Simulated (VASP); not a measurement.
# Rh (Fm-3m) in VASP: notebook

The runs below take Rh through single point, with r2SCAN.

All numbers are computed with VASP 6.6.1; they aren't measurements. Logs are shortened: lines on timing, memory, paths and dates and some standing lists are left out, and cuts for length are marked.

## 1. The cell of the first run

The structure is cubic, space group Fm-3m (No. 225). Conventional cell: a = 3.802 Å, b = 3.802 Å, c = 3.802 Å, α = 90.00°, β = 90.00°, γ = 90.00°. Within 3.5 Å of Rh (site symmetry m-3m) lie 12 Rh at 2.69 Å.

## 2. Single point, r2SCAN

Input file POSCAR:

```
Rh
1.0
    0.0000000000      1.9008071574      1.9008071574
    1.9008071574      0.0000000000      1.9008071574
    1.9008071574      1.9008071574      0.0000000000
Rh
1
Direct
    0.0000000000      0.0000000000      0.0000000000
```

Input file INCAR.step1:

```
PREC = Accurate
ENCUT = 520
ISMEAR = -1
SIGMA = 0.1
LREAL = False
LASPH = True
NELM = 60
NBANDS = 14
GGA = PE
ALGO = Normal
EDIFF = 1E-4
LWAVE = True
LCHARG = False
```

Input file INCAR.step2:

```
PREC = Accurate
ENCUT = 520
EDIFF = 1E-6
ISMEAR = -1
SIGMA = 0.1
LREAL = False
LASPH = True
NELM = 60
ALGO = Normal
ISIF = 2
LWAVE = False
LCHARG = False
METAGGA = R2SCAN
LMIXTAU = True
NBANDS = 14
ISTART = 1
```

Input file KPOINTS:

```
regular mesh
0
Gamma
  14 14 14
```

Potentials or basis: VASP PAW PBE potentials, release 64 (Rh_pv).

The run is started by

```sh
> cat potpaw_PBE.64/Rh_pv/POTCAR > POTCAR
> cp INCAR.step1 INCAR
> mpirun -np 1 vasp_std > vasp.out
> cp INCAR.step2 INCAR
> mpirun -np 1 vasp_std > vasp.out
```

OUTCAR:

```text
PREC = Accurate
   ENCUT = 520
   EDIFF = 1E-6
   ISMEAR = -1
   LREAL = False
   LASPH = True
   NELM = 60
   ISIF = 2
   METAGGA = R2SCAN
   ISTART = 1

 ion  position               nearest neighbor table
   1  0.000  0.000  0.000-

  LATTYP: Found a face centered cubic cell.
 ALAT       =     3.8016143148

  Lattice vectors:

 A1 = (   0.0000000000,   1.9008071574,   1.9008071574)
 A2 = (   1.9008071574,   0.0000000000,   1.9008071574)
 A3 = (   1.9008071574,   1.9008071574,   0.0000000000)

Analysis of symmetry for initial positions (statically):
=====================================================================
 Subroutine PRICEL returns:
 Original cell was already a primitive cell.

 Routine SETGRP: Setting up the symmetry group for a
 face centered cubic supercell.

 Subroutine GETGRP returns: Found 48 space group operations
 (whereof 48 operations were pure point group operations)
 out of a pool of 48 trial point group operations.

The static configuration has the point symmetry O_h .

Analysis of symmetry for dynamics (positions and initial velocities):
=====================================================================
 Subroutine PRICEL returns:
 Original cell was already a primitive cell.

 Routine SETGRP: Setting up the symmetry group for a
 face centered cubic supercell.

 Subroutine GETGRP returns: Found 48 space group operations
 (whereof 48 operations were pure point group operations)
 out of a pool of 48 trial point group operations.

The dynamic configuration has the point symmetry O_h .

 Subroutine INISYM returns: Found 48 space group operations
 (whereof 48 operations are pure point group operations),
 and found     1 'primitive' translations

----------------------------------------------------------------------------------------

                                     Primitive cell

  volume of cell :      13.7355

  direct lattice vectors                    reciprocal lattice vectors
     0.000000000  1.900807157  1.900807157    -0.263046148  0.263046148  0.263046148
     1.900807157  0.000000000  1.900807157     0.263046148 -0.263046148  0.263046148
     1.900807157  1.900807157  0.000000000     0.263046148  0.263046148 -0.263046148

  length of vectors
     2.688147261  2.688147261  2.688147261     0.455609292  0.455609292  0.455609292

  position of ions in fractional coordinates (direct lattice)
     0.000000000  0.000000000  0.000000000

  ion indices of the primitive-cell ions
   primitive index   ion index
                 1           1

----------------------------------------------------------------------------------------

 KPOINTS: regular mesh

Automatic generation of k-mesh.
 Grid dimensions read from file:
 generate k-points for:   14   14   14

 Generating k-lattice:

  Cartesian coordinates                     Fractional coordinates (reciprocal lattice)
    -0.018789011  0.018789011  0.018789011     0.071428571  0.000000000  0.000000000
     0.018789011 -0.018789011  0.018789011     0.000000000  0.071428571  0.000000000
     0.018789011  0.018789011 -0.018789011     0.000000000  0.000000000  0.071428571

  Length of vectors
     0.032543521  0.032543521  0.032543521

  Shift w.r.t. Gamma in fractional coordinates (k-lattice)
     0.000000000  0.000000000  0.000000000

 Subroutine IBZKPT returns following result:
 ===========================================

 Found    104 irreducible k-points:

 Following reciprocal coordinates:
            Coordinates               Weight
  0.000000  0.000000  0.000000      1.000000
  0.071429  0.000000  0.000000      8.000000
  0.142857  0.000000  0.000000      8.000000
  0.214286  0.000000  0.000000      8.000000
  0.285714  0.000000  0.000000      8.000000
  0.357143  0.000000  0.000000      8.000000
[... 16 lines left out ...]
  0.214286  0.142857  0.000000     24.000000
  0.285714  0.142857  0.000000     24.000000
 [... further k-points ...]
   k-points           NKPTS =    104   k-points in BZ     NKDIM =    104   number of bands    NBANDS=     14
   number of dos      NEDOS =    301   number of ions     NIONS =      1
   total plane-waves  NPLWV =   8000
   dimension x,y,z NGX =    20 NGY =   20 NGZ =   20
   dimension x,y,z NGXF=    40 NGYF=   40 NGZF=   40
   ions per type =               1
   NGX,Y,Z   is equivalent  to a cutoff of  12.37, 12.37, 12.37 a.u.
   NGXF,Y,Z  is equivalent  to a cutoff of  24.74, 24.74, 24.74 a.u.
 SYSTEM =  unknown system
   PREC   = accura    normal or accurate (medium, high low for compatibility)
   ISTART =      1    job   : 0-new  1-cont  2-samecut
   ICHARG =      0    charge: 1-file 2-atom 10-const
   ISPIN  =      1    spin polarized calculation?
   LNONCOLLINEAR =      F non collinear calculations
   LSORBIT =      F    spin-orbit coupling
   LASPH  =      T    aspherical Exc in radial PAW
   ENCUT  =  520.0 eV  38.22 Ry    6.18 a.u.   5.00  5.00  5.00*2*pi/ulx,y,z
   NELM   =     60;   NELMIN=  2; NELMDL=  0     # of ELM steps
   EDIFF  = 0.1E-05   stopping-criterion for ELM
   LREAL  =      F    real-space projection
   EDIFFG = 0.1E-04   stopping-criterion for IOM
   NSW    =      0    number of steps for IOM
   IBRION =     -1    ionic relax: 0-MD 1-quasi-New 2-CG
   NFREE  =      0    steps in history (QN), initial steepest desc. (CG)
   ISIF   =      2    stress and relaxation
   ISYM   =      2    0-nonsym 1-usesym 2-fastsym
   POTIM  = 0.5000    time-step for ionic-motion
   TEBEG  =    0.0;   TEEND  =   0.0 temperature during run
   PSTRESS=    0.0 pullay stress
   NELECT =      15.0000    total number of electrons
   NUPDOWN=      -1.0000    fix difference up-down
   EMIN   =  10.00;   EMAX   =-10.00  energy-range for DOS
   EFERMI =   0.00;   METHOD = LEGACY
   ISMEAR =    -1;   SIGMA  =   0.10  broadening in eV -4-tet -1-fermi 0-gaus
   EFERMI_NEDOS =   21; number of points for ismear=-14 and -15
   IALGO  =     38    algorithm
   IMIX   =      4    mixing-type and parameters
     AMIX     =   0.40;   BMIX     =  1.00
     AMIX_MAG =   1.60;   BMIX_MAG =  1.00
  volume/ion in A,a.u.               =      13.74        92.69
  Fermi-wavevector in a.u.,A,eV,Ry     =   1.685869  3.185831 38.669863  2.842155
  Thomas-Fermi vector in A             =   2.768636
   LORBIT       =      0    0 simple, 1 ext, 2 COOP (PROOUT), +10 PAW based schemes
   METAGGA = R2SCAN    functional components
   LHFCALC =     F    Hartree Fock is set to
   AEXX    =    0.0000 exact exchange contribution
   IVDW    =     0    specifies the selected vdW correction
   LEPSILON=     F    determine dielectric tensor
   LRPA    =     F    only Hartree local field effects (RPA)
 non-spin polarized calculation
  energy-cutoff  :      520.00
  volume of cell :       13.74
 maximum number of plane-waves:       380
   NGX =  9   NGY =  9   NGZ =  9

 number of electron      15.0000007 magnetization

 Free energy of the ion-electron system (eV)
  ---------------------------------------------------
  ext. energy  EPLUGINS =         0.00000000
  ---------------------------------------------------
  free energy    TOTEN  =       -24.15776225 eV

  energy without entropy =      -24.11735624  energy(sigma->0) =      -24.13755924

 E-fermi :  11.7522     XC(G=0): -15.2075

 val. band max:       11.7456735005   @ k =  -0.2857   0.3571   0.0714
 cond. band min:      11.7548105846   @ k =   0.4286   0.2857   0.0714
 fundamental gap:      0.0091370842
 Fermi energy:        11.7521647464

 k-point     1 :       0.0000    0.0000    0.0000
  band No.  band energies     occupation
      1     -36.0218      2.00000
      2     -36.0218      2.00000
      3     -36.0218      2.00000
      4       3.5673      2.00000
      5       8.5842      2.00000
      6       8.5842      2.00000
      7       8.5842      2.00000
      8      10.6895      1.99995
      9      10.6895      1.99995
     10      28.4670      0.00000
     11      29.1698      0.00000
     12      34.2229      0.00000
     13      34.2229      0.00000
     14      34.2229      0.00000

 k-point     2 :       0.0714    0.0000    0.0000
  band No.  band energies     occupation
      1     -36.0623      2.00000
      2     -36.0272      2.00000
      3     -36.0272      2.00000
      4       3.7817      2.00000
      5       8.4906      2.00000
      6       8.6667      2.00000
      7       8.6667      2.00000
      8      10.6448      1.99997
      9      10.6448      1.99997
     10      28.7713      0.00000
     11      29.1695      0.00000
     12      33.1147      0.00000
     13      34.5319      0.00000
     14      34.5319      0.00000

 k-point     3 :       0.1429    0.0000    0.0000
  band No.  band energies     occupation
      1     -36.1750      2.00000
      2     -36.0425      2.00000
      3     -36.0424      2.00000
      4       4.3732      2.00000
      5       8.2921      2.00000
      6       8.8562      2.00000
      7       8.8562      2.00000
      8      10.5802      1.99998
      9      10.5802      1.99998
     10      29.1688      0.00000
     11      29.5002      0.00000
     12      31.0501      0.00000
     13      35.4074      0.00000
     14      35.4074      0.00000

 k-point     4 :       0.2143    0.0000    0.0000
  band No.  band energies     occupation
      1     -36.3358      2.00000
      2     -36.0644      2.00000
      3     -36.0644      2.00000
      4       5.1238      2.00000
      5       8.2685      2.00000
      6       8.9682      2.00000
      7       8.9682      2.00000
      8      10.6997      1.99995
      9      10.6997      1.99995
     10      28.7492      0.00000
     11      29.1709      0.00000
     12      30.1605      0.00000
     13      36.6725      0.00000
     14      36.6725      0.00000

 k-point     5 :       0.2857    0.0000    0.0000
  band No.  band energies     occupation
      1     -36.5115      2.00000
      2     -36.0886      2.00000
      3     -36.0886      2.00000
      4       5.5705      2.00000
      5       8.8723      2.00000
      6       8.8723      2.00000
      7       8.9169      2.00000
      8      11.1294      1.99606
      9      11.1294      1.99606
     10      26.4375      0.00000
     11      29.1696      0.00000
[... 276 lines left out ...]
 k-point    22 :       0.1429    0.1429    0.0000
  band No.  band energies     occupation
      1     -36.1703      2.00000
      2     -36.0768      2.00000
      3     -36.0768      2.00000
      4       4.6461      2.00000
      5       7.8943      2.00000
      6       9.1617      2.00000
      7       9.1617      2.00000
      8      10.0046      2.00000
      9      10.9629      1.99925
     10      29.1692      0.00000
     11      30.0178      0.00000
     12      32.2076      0.00000
     13      33.9841      0.00000
     14      33.9841      0.00000

 k-point    23 :       0.2143    0.1429    0.0000
  band No.  band energies     occupation
      1     -36.2748      2.00000
      2     -36.1042      2.00000
      3     -36.0977      2.00000
      4       5.2575      2.00000
      5       7.6089      2.00000
      6       9.2599      2.00000
      7       9.4255      2.00000
      8      10.0365      2.00000
      9      11.1254      1.99621
     10      29.1689      0.00000
     11      30.5583      0.00000
     12      30.9607      0.00000
     13      33.6948      0.00000
     14      34.2862      0.00000

 k-point    24 :       0.2857    0.1429    0.0000
  band No.  band energies     occupation
      1     -36.4184      2.00000
      2     -36.1315      2.00000
      3     -36.1230      2.00000
      4       5.9024      2.00000
      5       7.5351      2.00000
      6       8.9170      2.00000
      7       9.5168      2.00000
      8      10.8300      1.99980
      9      11.4586      1.89915
     10      28.5071      0.00000
     11      29.1702      0.00000
     12      30.9787      0.00000
     13      33.3684      0.00000
     14      34.6842      0.00000

 [... further k-points ...]
[... 5 lines left out ...]
  --------------------------------------------------------------------------------------
  -------------------------------------------------------------------------------------
  Total        0.1029044      0.1029044      0.1029044      0.0000000      0.0000000     -0.0000000
  in kB       12.0032865     12.0032865     12.0032865      0.0000000      0.0000000     -0.0000000
  external PRESSURE =      12.0032865 kB  Pullay stress =       0.0000000 kB

 VOLUME and BASIS-vectors are now :
 -----------------------------------------------------------------------------
  energy-cutoff  :      520.00
  volume of cell :       13.74
      direct lattice vectors                 reciprocal lattice vectors
     0.000000000  1.900807157  1.900807157    -0.263046148  0.263046148  0.263046148
     1.900807157  0.000000000  1.900807157     0.263046148 -0.263046148  0.263046148
     1.900807157  1.900807157  0.000000000     0.263046148  0.263046148 -0.263046148

 POSITION                                       TOTAL-FORCE (eV/Angst)
 -----------------------------------------------------------------------------------
      0.00000      0.00000      0.00000         0.000000      0.000000      0.000000
 -----------------------------------------------------------------------------------
    total drift:                                0.000000      0.000000      0.000000

  FREE ENERGIE OF THE ION-ELECTRON SYSTEM (eV)
  ---------------------------------------------------
  free  energy   TOTEN  =       -24.1577622473 eV

  energy  without entropy=      -24.1173562396  energy(sigma->0) =      -24.13755924
```

Wall time 64 s (1 thread of Intel Xeon Platinum 8259CL at 2.50GHz (Skylake/Cascade Lake), shared host); peak memory 0.14 GiB.

What came out:

```
Free energy : -24.1578 eV
Pressure    : 1.2 GPa
```

Caveat: the PAW data sets were made with another functional, which shifts forces and pressure a little.

## 3. Single point, r2SCAN

POSCAR is that of step 2.

Input file INCAR.step1:

```
PREC = Accurate ; ENCUT = 520
ISMEAR = -1 ; SIGMA = 0.01
LREAL = F ; LASPH = T
NELM = 60 ; NBANDS = 14
GGA = PE ; ALGO = Normal
EDIFF = 1E-4 ; LWAVE = T
LCHARG = F
```

Input file INCAR.step2:

```
PREC = Accurate ; ENCUT = 520
EDIFF = 1E-6 ; ISMEAR = -1
SIGMA = 0.01 ; LREAL = F
LASPH = T ; NELM = 60
ALGO = Normal ; ISIF = 2
LWAVE = F ; LCHARG = F
METAGGA = R2SCAN ; LMIXTAU = T
NBANDS = 14 ; ISTART = 1
```

Input file KPOINTS:

```
Automatic mesh
0
Gamma
  14 14 14
```

Potentials or basis: VASP PAW PBE potentials, release 64 (Rh_pv).

The run is started by

```sh
> cat potpaw_PBE.64/Rh_pv/POTCAR > POTCAR
> cp INCAR.step1 INCAR
> mpirun -np 1 vasp_std > vasp.out
> cp INCAR.step2 INCAR
> mpirun -np 1 vasp_std > vasp.out
```

Wall time 80 s (1 thread of Intel Xeon Platinum 8259CL at 2.50GHz (Skylake/Cascade Lake), shared host); peak memory 0.14 GiB.

The run converged. Its results:

| Property | Result |
| --- | --- |
| Free energy | -24.1379 eV |
| Pressure | 0.8 GPa |

Levels at points of the mesh, in eV from the Fermi level:
```csv
k point,band 5,band 6,band 7,band 8,band 9,band 10
"(0.00, 0.00, 0.00)",-3.14,-3.14,-3.14,-1.03,-1.03,16.74
"(0.50, 0.00, 0.00)",-3.25,-3.25,0.63,0.63,0.93,9.13
"(0.50, 0.50, 0.00)",-6.15,0.56,1.09,1.09,3.52,12.92
```

Caveat: the PAW data sets were made with another functional, which shifts forces and pressure a little.

## 4. Single point, r2SCAN

POSCAR is that of step 3.

Input file INCAR.step1:

```
PREC = Accurate
ENCUT = 520
ISMEAR = -1
SIGMA = 0.03
LREAL = F
LASPH = T
NELM = 60
NBANDS = 14
GGA = PE
ALGO = Normal
EDIFF = 1E-4
LWAVE = T
LCHARG = F
```

Input file INCAR.step2:

```
PREC = Accurate
ENCUT = 520
EDIFF = 1E-7
ISMEAR = -1
SIGMA = 0.03
LREAL = F
LASPH = T
NELM = 60
ALGO = Normal
ISIF = 2
LWAVE = F
LCHARG = F
METAGGA = R2SCAN
LMIXTAU = T
NBANDS = 14
ISTART = 1
```

KPOINTS is that of step 3.

The run is started by

```sh
> cat potpaw_PBE.64/Rh_pv/POTCAR > POTCAR
> cp INCAR.step1 INCAR
> mpirun -np 1 vasp_std > vasp.out
> cp INCAR.step2 INCAR
> mpirun -np 1 vasp_std > vasp.out
```

Run time: 68 s. Hardware: 1 thread of Intel Xeon Platinum 8259CL at 2.50GHz (Skylake/Cascade Lake), shared host; peak memory 0.13 GiB.

The run converged. Its results:

* Free energy: -24.1397 eV
* Pressure: 0.9 GPa

Levels at points of the mesh, in eV from the Fermi level:
```
           k point  band 4  band 5  band 6  band 7  band 8  band 9  band 10  band 11
(0.00, 0.00, 0.00)   -8.16   -3.15   -3.15   -3.15   -1.04   -1.04    16.74    17.44
(0.50, 0.00, 0.00)   -6.32   -3.26   -3.26    0.62    0.62    0.93     9.13    16.29
(0.50, 0.50, 0.00)   -6.53   -6.15    0.55    1.08    1.08    3.51    12.91    14.03
```

Caveat: the PAW data sets were made with another functional, which shifts forces and pressure a little.

## 5. Single point, r2SCAN

POSCAR is that of step 4.

Input file INCAR.step1:

```
SYSTEM = Rh
PREC = Accurate ; ENCUT = 520
ISMEAR = -1 ; SIGMA = 0.2
LREAL = .False. ; LASPH = .True.
NELM = 100 ; NBANDS = 14
GGA = PE ; ALGO = Normal
EDIFF = 1E-4 ; LWAVE = .True.
LCHARG = .False.
```

Input file INCAR.step2:

```
SYSTEM = Rh
PREC = Accurate ; ENCUT = 520
EDIFF = 1E-6 ; ISMEAR = -1
SIGMA = 0.2 ; LREAL = .False.
LASPH = .True. ; NELM = 100
ALGO = Normal ; ISIF = 2
LWAVE = .False. ; LCHARG = .False.
METAGGA = R2SCAN ; LMIXTAU = .True.
NBANDS = 14 ; ISTART = 1
```

Input file KPOINTS:

```
Automatic mesh
0
Gamma
  14 14 14
  0 0 0
```

The run is started by

```sh
> cat potpaw_PBE.64/Rh_pv/POTCAR > POTCAR
> cp INCAR.step1 INCAR
> mpirun -np 1 vasp_std > vasp.out
> cp INCAR.step2 INCAR
> mpirun -np 1 vasp_std > vasp.out
```

Wall time 64 s (1 thread of Intel Xeon Platinum 8259CL at 2.50GHz (Skylake/Cascade Lake), shared host); peak memory 0.14 GiB.

The run converged. Its results:

```
Free energy : -24.2218 eV
Pressure    : 2.5 GPa
```

Levels at points of the mesh, in eV from the Fermi level:
| k point | band 3 | band 4 | band 5 | band 6 | band 7 | band 8 | band 9 | band 10 | band 11 | band 12 |
| --- | --- | --- | --- | --- | --- | --- | --- | --- | --- | --- |
| (0.00, 0.00, 0.00) | -47.76 | -8.17 | -3.15 | -3.15 | -3.15 | -1.05 | -1.05 | 16.72 | 17.43 | 22.48 |
| (0.50, 0.00, 0.00) | -47.86 | -6.33 | -3.27 | -3.27 | 0.62 | 0.62 | 0.91 | 9.12 | 16.28 | 17.43 |
| (0.50, 0.50, 0.00) | -48.05 | -6.54 | -6.16 | 0.54 | 1.07 | 1.07 | 3.50 | 12.90 | 14.03 | 14.03 |

Caveat: the PAW data sets were made with another functional, which shifts forces and pressure a little.

## 6. The runs side by side

| smearing | gap on the mesh (eV) | pressure (GPa) |
| --- | --- | --- |
| fermi-dirac 0.1 eV | none | 1.2 |
| fermi-dirac 0.01 eV | none | 0.8 |
| fermi-dirac 0.03 eV | none | 0.9 |
| fermi-dirac 0.2 eV | none | 2.5 |

Alike in all rows: task single point; level r2SCAN; potentials or basis VASP PAW PBE potentials, release 64 (Rh_pv); no spin polarisation; cell as given; k mesh 14 × 14 × 14; cutoff (eV) 520.

Every run on the cell as given and a fine mesh finds a metal.

Caveats: the PAW data sets were made with another functional, which shifts forces and pressure a little.

Absolute energies hang on the potentials; compare differences alone.
